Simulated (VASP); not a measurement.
# InP in VASP: further runs, part 2 of 2

VASP 6.6.1. The steps go on from the part before.

### 6 Single point, PBE

This run uses another cell than the first one, of 25.33 Å³/atom, 1.007 times its volume.

INCAR

```
  PREC = Accurate
  ENCUT = 520
  EDIFF = 1E-6
  ISMEAR = 0
  SIGMA = 0.05
  LREAL = False
  LASPH = True
  NELM = 100
  ALGO = Normal
  ISIF = 2
  LWAVE = False
  LCHARG = False
  GGA = PE
  NBANDS = 16
```

KPOINTS

```
Automatic mesh
0
Gamma
  6 6 6
```

POSCAR

```
InP
1.0
    0.0000000000      2.9402683333      2.9305000000
    2.9402683333      0.0000000000      2.9305000000
    2.9402683333      2.9402683333      0.0000000000
In P
1 1
Direct
    0.0000000000      0.0000000000      0.0000000000
    0.2500000000      0.2500000000      0.2500000000
```

Potentials or basis: VASP PAW PBE potentials, release 64 (In_d, P).

Started as:

```
$ cat potpaw_PBE.64/In_d/POTCAR potpaw_PBE.64/P/POTCAR > POTCAR
$ mpirun -np 1 vasp_std > vasp.out
```

OUTCAR:

```text
PREC = Accurate
   ENCUT = 520
   EDIFF = 1E-6
   ISMEAR = 0
   LREAL = False
   LASPH = True
   NELM = 100
   ISIF = 2
   GGA = PE

 ion  position               nearest neighbor table
   1  0.000  0.000  0.000-   2 2.54   2 2.54   2 2.54   2 2.54
   2  0.250  0.250  0.250-   1 2.54   1 2.54   1 2.54   1 2.54

  LATTYP: Found a body centered tetragonal cell.
 ALAT       =     4.1581673540
 C/A-ratio  =     1.4095151785

  Lattice vectors:

 A1 = (   0.0000000000,  -2.9402683333,  -2.9305000000)
 A2 = (   0.0000000000,   2.9402683333,  -2.9305000000)
 A3 = (   2.9402683333,   0.0000000000,   2.9305000000)

Analysis of symmetry for initial positions (statically):
=====================================================================
 Subroutine PRICEL returns:
 Original cell was already a primitive cell.

 Routine SETGRP: Setting up the symmetry group for a
 body centered tetragonal supercell.

 Subroutine GETGRP returns: Found  8 space group operations
 (whereof  8 operations were pure point group operations)
 out of a pool of 16 trial point group operations.

[... 155 lines left out ...]
  ---------------------------------------------------
  ext. energy  EPLUGINS =         0.00000000
  ---------------------------------------------------
  free energy    TOTEN  =        -8.37650713 eV

  energy without entropy =       -8.37650713  energy(sigma->0) =       -8.37650713

 E-fermi :   5.4228     XC(G=0):  -9.2510

 val. band max:        5.1326809514   @ k =   0.0000   0.0000   0.0000
 cond. band min:       5.7959507815   @ k =   0.0000   0.0000   0.0000
 fundamental gap:      0.6632698301
 Fermi energy:         5.4228297724

 k-point     1 :       0.0000    0.0000    0.0000
  band No.  band energies     occupation
      1      -9.0580      2.00000
      2      -9.0580      2.00000
      3      -9.0565      2.00000
      4      -8.9093      2.00000
      5      -8.9088      2.00000
      6      -6.3502      2.00000
[... 433 lines left out ...]
      3      -8.9690      2.00000
      4      -8.9425      2.00000
      5      -8.8829      2.00000
      6      -4.2216      2.00000
[... 8 lines left out ...]
     15      15.9661      0.00000
     16      17.1101      0.00000

 [... further k-points ...]
[... 5 lines left out ...]
  --------------------------------------------------------------------------------------
  -------------------------------------------------------------------------------------
  Total        0.8666819      0.8666819      0.9089132      0.0000000     -0.0000000      0.0000000
  in kB       27.4046734     27.4046734     28.7400366      0.0000000     -0.0000000      0.0000000
  external PRESSURE =      27.8497944 kB  Pullay stress =       0.0000000 kB

 VOLUME and BASIS-vectors are now :
 -----------------------------------------------------------------------------
  energy-cutoff  :      520.00
  volume of cell :       50.67
      direct lattice vectors                 reciprocal lattice vectors
     0.000000000  2.940268333  2.930500000    -0.170052507  0.170052507  0.170619348
     2.940268333  0.000000000  2.930500000     0.170052507 -0.170052507  0.170619348
     2.940268333  2.940268333  0.000000000     0.170052507  0.170052507 -0.170619348

 POSITION                                       TOTAL-FORCE (eV/Angst)
 -----------------------------------------------------------------------------------
      0.00000      0.00000      0.00000         0.000000      0.000000      0.000000
      1.47013      1.47013      1.46525        -0.000000     -0.000000     -0.000000
 -----------------------------------------------------------------------------------
    total drift:                               -0.000000     -0.000000     -0.000000

  FREE ENERGIE OF THE ION-ELECTRON SYSTEM (eV)
  ---------------------------------------------------
  free  energy   TOTEN  =        -8.3765071297 eV

  energy  without entropy=       -8.3765071297  energy(sigma->0) =       -8.37650713
```

OSZICAR:

```text
N       E                     dE             d eps       ncg     rms          rms(c)
DAV:   1     0.113040437476E+03    0.11304E+03   -0.84398E+03   968   0.127E+03
DAV:   2    -0.963216271356E+00   -0.11400E+03   -0.10878E+03  1024   0.303E+02
DAV:   3    -0.859750363538E+01   -0.76343E+01   -0.75949E+01  1296   0.762E+01
DAV:   4    -0.879108628706E+01   -0.19358E+00   -0.19352E+00  1176   0.131E+01
DAV:   5    -0.880019576786E+01   -0.91095E-02   -0.91092E-02  1464   0.248E+00    0.563E+00
DAV:   6    -0.840449989431E+01    0.39570E+00   -0.62102E-01  1536   0.128E+01    0.338E+00
DAV:   7    -0.837510544016E+01    0.29394E-01   -0.16042E-01  1352   0.319E+00    0.125E+00
DAV:   8    -0.837563003781E+01   -0.52460E-03   -0.15822E-02  1224   0.147E+00    0.320E-01
DAV:   9    -0.837627737286E+01   -0.64734E-03   -0.13177E-03  1168   0.379E-01    0.152E-01
DAV:  10    -0.837643089174E+01   -0.15352E-03   -0.25113E-04  1480   0.212E-01    0.100E-01
DAV:  11    -0.837650770271E+01   -0.76811E-04   -0.11716E-04  1096   0.970E-02    0.417E-02
DAV:  12    -0.837650712969E+01    0.57302E-06   -0.77975E-06  1216   0.271E-02
   1 F= -.83765071E+01 E0= -.83765071E+01  d E =-.325265E-18
```

Run time: 9.5 s. Hardware: 1 thread of Intel Xeon 6975P-C (Granite Rapids), shared host; peak memory 0.18 GiB.

Results:

```yaml
Free_energy: -8.3765 eV
Pressure: 2.8 GPa
Band_gap_on_the_k_mesh: 0.66 eV, direct
```

Levels at points of the mesh, in eV from the valence-band top:
```csv
k point,band 7,band 8,band 9,band 10,band 11,band 12
"(0.00, 0.00, 0.00)",-0.02,-0.02,0.00,0.66,4.07,4.08
"(0.50, 0.00, 0.00)",-5.71,-0.98,-0.96,1.47,4.79,4.81
"(0.50, 0.50, 0.00)",-5.72,-2.32,-2.32,1.75,2.24,9.18
"(0.50, 0.00, 0.50)",-5.74,-2.30,-2.30,1.77,2.27,9.15
```

Caveat: spin-orbit coupling is left out, which moves the levels of the heavy elements.

### 7 The runs side by side

```tsv
cell	gap on the mesh (eV)	pressure (GPa)
a = 4.144 Å, angles 60.0°, 2 atoms	0.71	3.3
a = 4.124, b = 4.124, c = 4.103 Å, angles 60.2, 60.2, 59.7°, 2 atoms	0.80	4.8
a = 4.131, b = 4.131, c = 4.117 Å, angles 60.1, 60.1, 59.8°, 2 atoms	0.77	4.3
a = 4.137, b = 4.137, c = 4.131 Å, angles 60.1, 60.1, 59.9°, 2 atoms	0.74	3.8
a = 4.151, b = 4.151, c = 4.158 Å, angles 59.9, 59.9, 60.1°, 2 atoms	0.66	2.8
```

Alike in all rows: task single point; level PBE; potentials or basis VASP PAW PBE potentials, release 64 (In_d, P); no spin polarisation; k mesh 6 × 6 × 6; cutoff (eV) 520; smearing gaussian 0.05 eV.

Caveats: spin-orbit coupling is left out, which moves the levels of the heavy elements.

Total energies depend on the potentials used, so only differences within one code and one set of settings carry meaning.
